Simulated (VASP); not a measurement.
# H (P6_3/mmc) in VASP: notebook, part 2 of 2

VASP 6.6.1.

## (5) Single point, PBEsol

This run uses another cell than the first one, of the same volume but with other edges.

File INCAR:

```
ALGO = Normal
EDIFF = 1E-6
ENCUT = 520
GGA = PS
ISIF = 2
ISMEAR = 0
LASPH = T
LCHARG = T
LELF = T
LREAL = F
LVHAR = T
LWAVE = F
NBANDS = 10
NELM = 60
PREC = Accurate
SIGMA = 0.05
```

File KPOINTS:

```
k-points
0
Gamma
  9 9 6
```

File POSCAR:

```
H
1.0
    4.1366550983      0.0000000000      0.0000000000
   -2.0683275492      3.5824484019      0.0000000000
    0.0000000000      0.0000000000      4.3490810849
H
4
Direct
    0.3333333333      0.6666666667      0.1764958800
    0.6666666667      0.3333333333      0.6764958800
    0.6666666667      0.3333333333      0.8235041200
    0.3333333333      0.6666666667      0.3235041200
```

Potentials or basis: VASP PAW PBE potentials, release 64 (H).

Started as:

```console
> cat potpaw_PBE.64/H/POTCAR > POTCAR
> mpirun -np 1 vasp_std > vasp.out
```

OUTCAR:

```text
EDIFF = 1E-6
   ENCUT = 520
   GGA = PS
   ISIF = 2
   ISMEAR = 0
   LASPH = T
   LREAL = F
   NELM = 60
   PREC = Accurate

 ion  position               nearest neighbor table
   1  0.333  0.667  0.176-   4 0.64
   2  0.667  0.333  0.676-   3 0.64
   3  0.667  0.333  0.824-   2 0.64
   4  0.333  0.667  0.324-   1 0.64

  LATTYP: Found a hexagonal cell.
 ALAT       =     4.1366550983
 C/A-ratio  =     1.0513521146

  Lattice vectors:

 A1 = (   4.1366550983,   0.0000000000,   0.0000000000)
 A2 = (  -2.0683275492,   3.5824484019,   0.0000000000)
 A3 = (   0.0000000000,   0.0000000000,   4.3490810849)

Analysis of symmetry for initial positions (statically):
=====================================================================
 Subroutine PRICEL returns:
 Original cell was already a primitive cell.

 Routine SETGRP: Setting up the symmetry group for a
 hexagonal supercell.

 Subroutine GETGRP returns: Found 24 space group operations
 (whereof 12 operations were pure point group operations)
 out of a pool of 24 trial point group operations.

The static configuration has the point symmetry D_3d.
 The point group associated with its full space group is D_6h.

Analysis of symmetry for dynamics (positions and initial velocities):
=====================================================================
 Subroutine PRICEL returns:
 Original cell was already a primitive cell.

 Routine SETGRP: Setting up the symmetry group for a
 hexagonal supercell.

 Subroutine GETGRP returns: Found 24 space group operations
 (whereof 12 operations were pure point group operations)
 out of a pool of 24 trial point group operations.

The dynamic configuration has the point symmetry D_3d.
 The point group associated with its full space group is D_6h.

 Subroutine INISYM returns: Found 24 space group operations
 (whereof 12 operations are pure point group operations),
 and found     1 'primitive' translations

----------------------------------------------------------------------------------------

                                     Primitive cell

  volume of cell :      64.4506

  direct lattice vectors                    reciprocal lattice vectors
     4.136655098  0.000000000  0.000000000     0.241741208  0.139569351  0.000000000
    -2.068327549  3.582448402  0.000000000     0.000000000  0.279138703  0.000000000
     0.000000000  0.000000000  4.349081085     0.000000000  0.000000000  0.229933630

  length of vectors
     4.136655098  4.136655098  4.349081085     0.279138703  0.279138703  0.229933630

  position of ions in fractional coordinates (direct lattice)
     0.333333333  0.666666667  0.176495880
     0.666666667  0.333333333  0.676495880
     0.666666667  0.333333333  0.823504120
     0.333333333  0.666666667  0.323504120

  ion indices of the primitive-cell ions
   primitive index   ion index
                 1           1
                 2           2
                 3           3
                 4           4

----------------------------------------------------------------------------------------

[... 25 lines left out ...]
            Coordinates               Weight
  0.000000  0.000000  0.000000      1.000000
  0.111111 -0.000000  0.000000      6.000000
  0.222222  0.000000  0.000000      6.000000
  0.333333  0.000000  0.000000      6.000000
  0.444444  0.000000  0.000000      6.000000
  0.111111  0.111111  0.000000      6.000000
[... 16 lines left out ...]
  0.333333  0.222222  0.166667     24.000000
  0.333333  0.333333  0.166667      4.000000
 [... further k-points ...]
   k-points           NKPTS =     48   k-points in BZ     NKDIM =     48   number of bands    NBANDS=     10
   number of dos      NEDOS =    301   number of ions     NIONS =      4
   total plane-waves  NPLWV =  32768
   dimension x,y,z NGX =    32 NGY =   32 NGZ =   32
   dimension x,y,z NGXF=    64 NGYF=   64 NGZF=   64
   ions per type =               4
   NGX,Y,Z   is equivalent  to a cutoff of  12.86, 12.86, 12.23 a.u.
   NGXF,Y,Z  is equivalent  to a cutoff of  25.72, 25.72, 24.46 a.u.
 SYSTEM =  unknown system
   PREC   = accura    normal or accurate (medium, high low for compatibility)
   ISTART =      0    job   : 0-new  1-cont  2-samecut
   ICHARG =      2    charge: 1-file 2-atom 10-const
   ISPIN  =      1    spin polarized calculation?
   LNONCOLLINEAR =      F non collinear calculations
   LSORBIT =      F    spin-orbit coupling
   LASPH  =      T    aspherical Exc in radial PAW
   ENCUT  =  520.0 eV  38.22 Ry    6.18 a.u.   7.69  7.69  8.09*2*pi/ulx,y,z
   NELM   =     60;   NELMIN=  2; NELMDL= -5     # of ELM steps
   EDIFF  = 0.1E-05   stopping-criterion for ELM
   LREAL  =      F    real-space projection
   EDIFFG = 0.1E-04   stopping-criterion for IOM
   NSW    =      0    number of steps for IOM
   IBRION =     -1    ionic relax: 0-MD 1-quasi-New 2-CG
   NFREE  =      0    steps in history (QN), initial steepest desc. (CG)
   ISIF   =      2    stress and relaxation
   ISYM   =      2    0-nonsym 1-usesym 2-fastsym
   POTIM  = 0.5000    time-step for ionic-motion
   TEBEG  =    0.0;   TEEND  =   0.0 temperature during run
   PSTRESS=    0.0 pullay stress
   NELECT =       4.0000    total number of electrons
   NUPDOWN=      -1.0000    fix difference up-down
   EMIN   =  10.00;   EMAX   =-10.00  energy-range for DOS
   EFERMI =   0.00;   METHOD = LEGACY
   ISMEAR =     0;   SIGMA  =   0.05  broadening in eV -4-tet -1-fermi 0-gaus
   EFERMI_NEDOS =   21; number of points for ismear=-14 and -15
   IALGO  =     38    algorithm
   IMIX   =      4    mixing-type and parameters
     AMIX     =   0.40;   BMIX     =  1.00
     AMIX_MAG =   1.60;   BMIX_MAG =  1.00
  volume/ion in A,a.u.               =      16.11       108.73
  Fermi-wavevector in a.u.,A,eV,Ry     =   0.648165  1.224855  5.716059  0.420119
  Thomas-Fermi vector in A             =   1.716710
   LORBIT       =      0    0 simple, 1 ext, 2 COOP (PROOUT), +10 PAW based schemes
   GGA     = PS    functional components
   LHFCALC =     F    Hartree Fock is set to
   AEXX    =    0.0000 exact exchange contribution
   IVDW    =     0    specifies the selected vdW correction
   LEPSILON=     F    determine dielectric tensor
   LRPA    =     F    only Hartree local field effects (RPA)
 non-spin polarized calculation
 Gauss-broadening in eV      SIGMA  =   0.05
  energy-cutoff  :      520.00
  volume of cell :       64.45
 maximum number of plane-waves:      1762
 NGX is ok and might be reduce to    32

 number of electron       3.9999999 magnetization

 Free energy of the ion-electron system (eV)
  ---------------------------------------------------
  ext. energy  EPLUGINS =         0.00000000
  ---------------------------------------------------
  free energy    TOTEN  =       -12.42599076 eV

  energy without entropy =      -12.42599076  energy(sigma->0) =      -12.42599076

 E-fermi :  -8.9801     XC(G=0):  -4.3040

 val. band max:       -9.2280629709   @ k =   0.0000   0.0000   0.0000
 cond. band min:       1.1801342327   @ k =   0.4444   0.0000   0.3333
 fundamental gap:     10.4081972036
 Fermi energy:        -8.9800651339

 k-point     1 :       0.0000    0.0000    0.0000
  band No.  band energies     occupation
      1     -10.6846      2.00000
      2      -9.2281      2.00000
      3       2.5150      0.00000
      4       2.7191      0.00000
      5       6.7558      0.00000
      6       6.9136      0.00000
      7       6.9137      0.00000
      8       8.4229      0.00000
      9       8.4229      0.00000
     10       9.0200      0.00000
[... 287 lines left out ...]
 k-point    24 :       0.3333    0.3333    0.1667
  band No.  band energies     occupation
      1      -9.8223      2.00000
      2      -9.8223      2.00000
      3       1.5884      0.00000
      4       2.8797      0.00000
      5       2.8797      0.00000
      6       6.4266      0.00000
      7       6.4266      0.00000
      8       6.8243      0.00000
      9      11.9356      0.00000
     10      12.1092      0.00000

 [... further k-points ...]
[... 5 lines left out ...]
  --------------------------------------------------------------------------------------
  -------------------------------------------------------------------------------------
  Total       -0.0482201     -0.0482201      7.6437289      0.0000000      0.0000000      0.0000000
  in kB       -1.1987043     -1.1987043    190.0155296      0.0000000      0.0000000      0.0000000
  external PRESSURE =      62.5393736 kB  Pullay stress =       0.0000000 kB

 VOLUME and BASIS-vectors are now :
 -----------------------------------------------------------------------------
  energy-cutoff  :      520.00
  volume of cell :       64.45
      direct lattice vectors                 reciprocal lattice vectors
     4.136655098  0.000000000  0.000000000     0.241741208  0.139569351  0.000000000
    -2.068327549  3.582448402  0.000000000     0.000000000  0.279138703  0.000000000
     0.000000000  0.000000000  4.349081085     0.000000000  0.000000000  0.229933630

 POSITION                                       TOTAL-FORCE (eV/Angst)
 -----------------------------------------------------------------------------------
     -0.00000      2.38830      0.76759         0.000000      0.000000     -6.009801
      2.06833      1.19415      2.94214        -0.000000     -0.000000     -6.009801
      2.06833      1.19415      3.58149         0.000000     -0.000000      6.009801
     -0.00000      2.38830      1.40695        -0.000000      0.000000      6.009801
 -----------------------------------------------------------------------------------
    total drift:                               -0.000000     -0.000000     -0.000000

  FREE ENERGIE OF THE ION-ELECTRON SYSTEM (eV)
  ---------------------------------------------------
  free  energy   TOTEN  =       -12.4259907580 eV

  energy  without entropy=      -12.4259907580  energy(sigma->0) =      -12.42599076
```

stdout:

```text
POSCAR found type information on POSCAR H
 POSCAR found :  1 types and       4 ions
 scaLAPACK will be used
 -----------------------------------------------------------------------------
|                                                                             |
|                                                                             |
|     You enforced a specific xc type in the INCAR file but a different       |
|     I HOPE YOU KNOW WHAT YOU ARE DOING!                                     |
|                                                                             |
 -----------------------------------------------------------------------------

 LDA part: xc-table for (Slater+PW92), standard interpolation
 POSCAR, INCAR and KPOINTS ok, starting setup
 FFT: planning ... GRIDC
 FFT: planning ... GRID_SOFT
 FFT: planning ... GRID
 WAVECAR not read
 entering main loop
```

Wall time 31 s (1 thread of AMD EPYC 7R43 (Zen 3), shared host); peak memory 0.13 GiB.

Results:

| Property | Result |
| --- | --- |
| Free energy | -12.4260 eV |
| Pressure | 6.3 GPa |
| Largest force | 6.010 eV/Å |
| Band gap on the k mesh | 10.41 eV, indirect (least direct gap 10.86 eV) |

Forces on the atoms (eV/Å):
```
H    0.000  0.000 -6.010
H    0.000  0.000 -6.010
H    0.000  0.000  6.010
H    0.000  0.000  6.010
```

Levels at points of the mesh, in eV from the valence-band top:
```csv
k point,band 1,band 2,band 3,band 4,band 5
"(0.00, 0.00, 0.00)",-1.46,0.00,11.74,11.95,15.98
"(0.00, 0.00, 0.50)",-0.74,-0.74,11.00,11.00,17.77
```

Caveat: the PAW data sets were made with another functional, which shifts forces and pressure a little.

## (6) Single point, PBEsol

This run uses another cell than the first one, of the same volume but with other edges.

File INCAR:

```
SYSTEM = H
PREC = Accurate
ENCUT = 520
EDIFF = 1E-7
ISMEAR = 0
SIGMA = 0.05
LREAL = .FALSE.
LASPH = .TRUE.
NELM = 100
ALGO = Normal
ISIF = 2
LWAVE = .FALSE.
LCHARG = .FALSE.
GGA = PS
NBANDS = 10
```

File KPOINTS:

```
Automatic mesh
0
G
  9 9 6
  0 0 0
```

File POSCAR:

```
H
1.0
    3.5185591570      0.0000000000      0.0000000000
   -1.7592795785      3.0471616147      0.0000000000
    0.0000000000      0.0000000000      6.0112724912
H
4
Direct
    0.3333333333      0.6666666667      0.1764958800
    0.6666666667      0.3333333333      0.6764958800
    0.6666666667      0.3333333333      0.8235041200
    0.3333333333      0.6666666667      0.3235041200
```

Potentials or basis: VASP PAW PBE potentials, release 64 (H).

Started as:

```console
> cat potpaw_PBE.64/H/POTCAR > POTCAR
> mpirun -np 1 vasp_std > vasp.out
```

Wall time 37 s (1 thread of AMD EPYC 7R43 (Zen 3), shared host); peak memory 0.14 GiB.

Results (log left out):

```
Free energy            : -12.6451 eV
Pressure               : -4.3 GPa
Largest force          : 2.845 eV/Å
Band gap on the k mesh : 7.01 eV, indirect (least direct gap 7.27 eV)
```

Forces in eV/Å, atoms in the order of the input:
```
H    0.000  0.000  2.845
H    0.000  0.000  2.845
H    0.000  0.000 -2.845
H    0.000  0.000 -2.845
```

Stress tensor (GPa, compression positive):
```
 -0.06   0.00   0.00
  0.00  -0.06   0.00
  0.00   0.00 -12.79
```

Levels at points of the mesh, in eV from the valence-band top:
| k point | band 1 | band 2 | band 3 | band 4 | band 5 | band 6 | band 7 |
| --- | --- | --- | --- | --- | --- | --- | --- |
| (0.00, 0.00, 0.00) | -1.43 | -0.26 | 7.01 | 12.03 | 13.59 | 14.79 | 18.64 |
| (0.00, 0.00, 0.50) | -0.92 | -0.92 | 8.93 | 8.93 | 15.16 | 15.16 | 19.32 |

Caveat: the PAW data sets were made with another functional, which shifts forces and pressure a little. A k mesh can miss the band edges.

## (7) The runs side by side

| cell | gap on the mesh (eV) | pressure (GPa) | largest force (eV/Å) |
| --- | --- | --- | --- |
| a = 3.720, b = 3.720, c = 5.378 Å, angles 90.0, 90.0, 120.0°, 4 atoms | 8.47 | -1.4 | 0.94 |
| a = 3.893, b = 3.893, c = 4.911 Å, angles 90.0, 90.0, 120.0°, 4 atoms | 9.71 | 1.5 | 1.39 |
| a = 3.778, b = 3.778, c = 5.214 Å, angles 90.0, 90.0, 120.0°, 4 atoms | 8.88 | -0.4 | 0.23 |
| a = 4.137, b = 4.137, c = 4.349 Å, angles 90.0, 90.0, 120.0°, 4 atoms | 10.41 | 6.3 | 6.01 |
| a = 3.519, b = 3.519, c = 6.011 Å, angles 90.0, 90.0, 120.0°, 4 atoms | 7.01 | -4.3 | 2.84 |

Alike in all rows: task single point; level PBEsol; potentials or basis VASP PAW PBE potentials, release 64 (H); no spin polarisation; k mesh 9 × 9 × 6; cutoff (eV) 520; smearing gaussian 0.05 eV.

Caveats: the PAW data sets were made with another functional, which shifts forces and pressure a little.

Total energies depend on the potentials used, so only differences within one code and one set of settings carry meaning.
